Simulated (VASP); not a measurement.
# Ir2S (P4_2/nmc) in VASP: single point with PBE

Aim: the single point of Ir2S with PBE.

Everything below comes from runs of VASP 6.6.1. Logs are shortened: lines on timing, memory, paths and dates and some standing lists are left out, and cuts for length are marked.

### 1 The cell of the first run

It takes space group P4_2/nmc (No. 137, tetragonal). The conventional cell has a = 4.142 Å, b = 4.142 Å, c = 5.962 Å, α = 90.00°, β = 90.00°, γ = 90.00°. Ir (site symmetry 2mm) has 4 S at 2.40 to 2.72 Å and 6 Ir at 2.98 Å within 3.2 Å. Within 3.2 Å of S (site symmetry -4m2) lie 8 Ir at 2.40 to 2.72 Å.

### 2 Single point, PBE, collinear spin

Contents of INCAR:

```
SYSTEM = Ir2S
PREC = Accurate ; ENCUT = 520
EDIFF = 1E-7 ; ISMEAR = 0
SIGMA = 0.1 ; LREAL = .False.
LASPH = .True. ; NELM = 150
ALGO = Normal ; ISIF = 2
LWAVE = .False. ; LCHARG = .True.
ISPIN = 2 ; MAGMOM = 1 1 1 1 0 0
LORBIT = 11 ; LMAXMIX = 4
GGA = PE ; LELF = .True.
LVHAR = .True. ; NBANDS = 37
```

Contents of KPOINTS:

```
regular mesh
0
Gamma
  4 4 4
  0 0 0
```

Contents of POSCAR:

```
Ir2S
1.0
    4.1416198952      0.0000000000      0.0000000000
    0.0000000000      4.1416198952      0.0000000000
    0.0000000000      0.0000000000      5.9623386995
Ir S
4 2
Direct
    0.0000000000      0.5000000000      0.2030000000
    0.0000000000      0.5000000000      0.7030000000
    0.5000000000      0.0000000000      0.2970000000
    0.5000000000      0.0000000000      0.7970000000
    0.0000000000      0.0000000000      0.0000000000
    0.5000000000      0.5000000000      0.5000000000
```

Potentials or basis: VASP PAW PBE potentials, release 64 (Ir, S).

Started as:

```sh
$ cat potpaw_PBE.64/Ir/POTCAR potpaw_PBE.64/S/POTCAR > POTCAR
$ mpirun -np 1 vasp_std > vasp.out
```

OUTCAR:

```text
SYSTEM = Ir2S
   PREC = Accurate
   ENCUT = 520
   EDIFF = 1E-7
   ISMEAR = 0
   LREAL = .False.
   LASPH = .True.
   NELM = 150
   ISIF = 2
   ISPIN = 2
   LORBIT = 11
   GGA = PE

 ion  position               nearest neighbor table
   1  0.000  0.500  0.203-   5 2.40   5 2.40   6 2.72   6 2.72   2 2.98   2 2.98   3 2.98   3 2.98
                             3 2.98   3 2.98
   2  0.000  0.500  0.703-   6 2.40   6 2.40   5 2.72   5 2.72   1 2.98   1 2.98   4 2.98   4 2.98
                             4 2.98   4 2.98
   3  0.500  0.000  0.297-   6 2.40   6 2.40   5 2.72   5 2.72   4 2.98   4 2.98   1 2.98   1 2.98
                             1 2.98   1 2.98
   4  0.500  0.000  0.797-   5 2.40   5 2.40   6 2.72   6 2.72   3 2.98   3 2.98   2 2.98   2 2.98
                             2 2.98   2 2.98
   5  0.000  0.000  0.000-   1 2.40   4 2.40   1 2.40   4 2.40   3 2.72   2 2.72   3 2.72   2 2.72

   6  0.500  0.500  0.500-   2 2.40   3 2.40   3 2.40   2 2.40   1 2.72   4 2.72   1 2.72   4 2.72

  LATTYP: Found a simple tetragonal cell.
 ALAT       =     4.1416198952
 C/A-ratio  =     1.4396151386

  Lattice vectors:

 A1 = (   4.1416198952,   0.0000000000,   0.0000000000)
 A2 = (   0.0000000000,   4.1416198952,   0.0000000000)
 A3 = (   0.0000000000,   0.0000000000,   5.9623386995)

Analysis of symmetry for initial positions (statically):
=====================================================================
 Subroutine PRICEL returns:
 Original cell was already a primitive cell.

 Routine SETGRP: Setting up the symmetry group for a
 simple tetragonal supercell.

 Subroutine GETGRP returns: Found 16 space group operations
 (whereof  8 operations were pure point group operations)
 out of a pool of 16 trial point group operations.

The static configuration has the point symmetry D_2d.
 The point group associated with its full space group is D_4h.

Analysis of symmetry for dynamics (positions and initial velocities):
=====================================================================
 Subroutine PRICEL returns:
 Original cell was already a primitive cell.

 Routine SETGRP: Setting up the symmetry group for a
 simple tetragonal supercell.

 Subroutine GETGRP returns: Found 16 space group operations
 (whereof  8 operations were pure point group operations)
 out of a pool of 16 trial point group operations.

The dynamic configuration has the point symmetry D_2d.
 The point group associated with its full space group is D_4h.

Analysis of structural, dynamic, and magnetic symmetry:
=====================================================================
 Subroutine PRICEL returns:
 Original cell was already a primitive cell.

 Routine SETGRP: Setting up the symmetry group for a
[... 151 lines left out ...]
 Free energy of the ion-electron system (eV)
  ---------------------------------------------------
  ext. energy  EPLUGINS =         0.00000000
  ---------------------------------------------------
  free energy    TOTEN  =       -40.14617486 eV

  energy without entropy =      -40.12793258  energy(sigma->0) =      -40.13705372

 E-fermi :   7.8695     XC(G=0): -12.0043

 val. band max:        7.8506042993   @ k =   0.0000   0.0000   0.5000
 cond. band min:       7.9211719868   @ k =   0.5000   0.5000   0.0000
 fundamental gap:      0.0705676875
 Fermi energy:         7.8695489500

 spin component 1

 k-point     1 :       0.0000    0.0000    0.0000
  band No.  band energies     occupation
      1      -8.3359      1.00000
      2      -7.5648      1.00000
      3      -0.8710      1.00000
      4       0.2942      1.00000
      5       0.4519      1.00000
      6       0.4519      1.00000
[... 691 lines left out ...]
     35      13.5034      0.00000
     36      13.5034      0.00000
 Fermi energy:         7.8695489500

 spin component 2

 k-point     1 :       0.0000    0.0000    0.0000
  band No.  band energies     occupation
      1      -8.3359      1.00000
      2      -7.5648      1.00000
      3      -0.8710      1.00000
      4       0.2942      1.00000
      5       0.4519      1.00000
      6       0.4519      1.00000
[... 691 lines left out ...]
     35      13.5034      0.00000
     36      13.5034      0.00000
 [bands above 36 left out]

------------------------ aborting loop because EDIFF is reached ----------------------------------------

  FORCE on cell =-STRESS in cart. coord.  units (eV):
  Direction    XX          YY          ZZ          XY          YZ          ZX
  --------------------------------------------------------------------------------------
  -------------------------------------------------------------------------------------
  Total      -11.3533255    -11.3533255    -11.2919186      0.0000000      0.0000000      0.0000000
  in kB     -177.8592886   -177.8592886   -176.8972993      0.0000000      0.0000000      0.0000000
  external PRESSURE =    -177.5386255 kB  Pullay stress =       0.0000000 kB

 VOLUME and BASIS-vectors are now :
 -----------------------------------------------------------------------------
  energy-cutoff  :      520.00
  volume of cell :      102.27
      direct lattice vectors                 reciprocal lattice vectors
     4.141619895  0.000000000  0.000000000     0.241451419  0.000000000  0.000000000
     0.000000000  4.141619895  0.000000000     0.000000000  0.241451419  0.000000000
     0.000000000  0.000000000  5.962338700     0.000000000  0.000000000  0.167719422

 POSITION                                       TOTAL-FORCE (eV/Angst)
 -----------------------------------------------------------------------------------
      0.00000      2.07081      1.21035         0.000000      0.000000      0.435245
      0.00000      2.07081      4.19152         0.000000     -0.000000      0.435245
      2.07081      0.00000      1.77081         0.000000     -0.000000     -0.435245
      2.07081      0.00000      4.75198         0.000000     -0.000000     -0.435245
      0.00000      0.00000      0.00000         0.000000      0.000000      0.000000
      2.07081      2.07081      2.98117         0.000000     -0.000000      0.000000
 -----------------------------------------------------------------------------------
    total drift:                                0.000000      0.000000      0.000000

  FREE ENERGIE OF THE ION-ELECTRON SYSTEM (eV)
  ---------------------------------------------------
  free  energy   TOTEN  =       -40.1461748580 eV

  energy  without entropy=      -40.1279325795  energy(sigma->0) =      -40.13705372

 total charge

# of ion       s       p       d       tot
------------------------------------------
    1        0.533   0.441   7.073   8.048
    2        0.533   0.441   7.073   8.048
    3        0.533   0.441   7.073   8.048
    4        0.533   0.441   7.073   8.048
    5        1.365   2.081   0.000   3.446
    6        1.365   2.081   0.000   3.446
--------------------------------------------------
tot          4.863   5.925  28.293  39.082

 magnetization (x)

# of ion       s       p       d       tot
------------------------------------------
    1       -0.000  -0.000  -0.000  -0.000
    2       -0.000  -0.000  -0.000  -0.000
    3       -0.000  -0.000  -0.000  -0.000
    4       -0.000  -0.000  -0.000  -0.000
    5       -0.000  -0.000   0.000  -0.000
    6       -0.000  -0.000   0.000  -0.000
--------------------------------------------------
tot         -0.000  -0.000  -0.000  -0.000
```

OSZICAR:

```text
N       E                     dE             d eps       ncg     rms          rms(c)
DAV:   1     0.445798402777E+03    0.44580E+03   -0.20498E+04  2664   0.122E+03
DAV:   2    -0.966490912800E+01   -0.45546E+03   -0.41668E+03  2664   0.359E+02
DAV:   3    -0.399083501537E+02   -0.30243E+02   -0.28125E+02  3299   0.963E+01
DAV:   4    -0.410763209762E+02   -0.11680E+01   -0.11556E+01  3092   0.195E+01
DAV:   5    -0.411131663328E+02   -0.36845E-01   -0.36825E-01  3191   0.333E+00    0.295E+01
DAV:   6    -0.402248577950E+02    0.88831E+00   -0.32611E+00  3419   0.148E+01    0.160E+01
DAV:   7    -0.401704248355E+02    0.54433E-01   -0.25189E-01  3333   0.361E+00    0.703E+00
DAV:   8    -0.401487913396E+02    0.21633E-01   -0.11730E-01  3190   0.213E+00    0.164E+00
DAV:   9    -0.401459166880E+02    0.28747E-02   -0.80564E-03  3678   0.530E-01    0.579E-01
DAV:  10    -0.401461714967E+02   -0.25481E-03   -0.64397E-03  3255   0.524E-01    0.147E-01
DAV:  11    -0.401461725119E+02   -0.10152E-05   -0.21500E-04  3128   0.834E-02    0.106E-01
DAV:  12    -0.401461689339E+02    0.35780E-05   -0.10281E-05  3186   0.197E-02    0.639E-02
DAV:  13    -0.401461750913E+02   -0.61573E-05   -0.34189E-06  3093   0.136E-02    0.747E-03
DAV:  14    -0.401461749026E+02    0.18868E-06   -0.96060E-07  2980   0.714E-03    0.317E-03
DAV:  15    -0.401461748580E+02    0.44548E-07   -0.47980E-08  1720   0.149E-03
   1 F= -.40146175E+02 E0= -.40137054E+02  d E =-.182423E-01  mag=    -0.0000
```

stdout:

```text
POSCAR found type information on POSCAR IrS
 POSCAR found :  2 types and       6 ions
 scaLAPACK will be used
 LDA part: xc-table for (Slater+PW92), standard interpolation
 POSCAR, INCAR and KPOINTS ok, starting setup
 FFT: planning ... GRIDC
 FFT: planning ... GRID_SOFT
 FFT: planning ... GRID
 WAVECAR not read
 entering main loop
```

It took 3 min on 1 thread of Intel Xeon 8259CL, shared host; peak memory 0.3 GiB.

What came out:

| Quantity | Value |
| --- | --- |
| Free energy | -40.1462 eV |
| Pressure | -17.8 GPa |
| Largest force | 0.435 eV/Å |
| Band gap on the k mesh | zero (filled and empty bands overlap) |
| Net moment | 0.00 μB per cell |
| Valence electrons inside the program's atomic spheres | Ir 8.05; S 3.45 |

Forces in eV/Å, atoms in the order of the input:
```
Ir   0.000  0.000  0.435
Ir   0.000  0.000  0.435
Ir   0.000  0.000 -0.435
Ir   0.000  0.000 -0.435
S    0.000  0.000  0.000
S    0.000  0.000  0.000
```

Levels at points of the mesh, in eV from the Fermi level:
Spin up:
| k point | band 20 | band 21 | band 22 | band 23 | band 24 | band 25 | band 26 | band 27 | band 28 | band 29 |
| --- | --- | --- | --- | --- | --- | --- | --- | --- | --- | --- |
| (0.00, 0.00, 0.00) | -1.17 | -1.17 | -0.25 | -0.06 | 0.14 | 0.19 | 0.48 | 1.31 | 1.39 | 1.39 |
| (0.50, 0.00, 0.00) | -1.61 | -1.45 | -1.45 | -0.59 | -0.59 | 0.61 | 0.61 | 1.13 | 1.13 | 1.67 |
| (0.50, 0.50, 0.00) | -1.43 | -1.32 | -1.32 | -0.72 | -0.72 | 0.05 | 0.05 | 0.36 | 0.36 | 3.39 |
| (0.00, 0.00, 0.50) | -1.77 | -0.41 | -0.41 | -0.02 | -0.02 | 0.19 | 0.19 | 0.79 | 0.79 | 1.40 |
| (0.50, 0.00, 0.50) | -2.33 | -1.66 | -1.66 | -1.45 | -1.45 | 0.62 | 0.62 | 1.34 | 1.34 | 1.60 |
| (0.50, 0.50, 0.50) | -2.35 | -2.10 | -2.10 | -1.25 | -1.25 | 0.09 | 0.09 | 0.09 | 0.09 | 4.76 |
Spin down:
```tsv
k point	band 20	band 21	band 22	band 23	band 24	band 25	band 26	band 27	band 28	band 29
(0.00, 0.00, 0.00)	-1.17	-1.17	-0.25	-0.06	0.14	0.19	0.48	1.31	1.39	1.39
(0.50, 0.00, 0.00)	-1.61	-1.45	-1.45	-0.59	-0.59	0.61	0.61	1.13	1.13	1.67
(0.50, 0.50, 0.00)	-1.43	-1.32	-1.32	-0.72	-0.72	0.05	0.05	0.36	0.36	3.39
(0.00, 0.00, 0.50)	-1.77	-0.41	-0.41	-0.02	-0.02	0.19	0.19	0.79	0.79	1.40
(0.50, 0.00, 0.50)	-2.33	-1.66	-1.66	-1.45	-1.45	0.62	0.62	1.34	1.34	1.60
(0.50, 0.50, 0.50)	-2.35	-2.10	-2.10	-1.25	-1.25	0.09	0.09	0.09	0.09	4.76
```

Caveat: the k points lie up to 0.38 Å⁻¹ apart; spin-orbit coupling is left out, which moves the levels of the heavy elements.
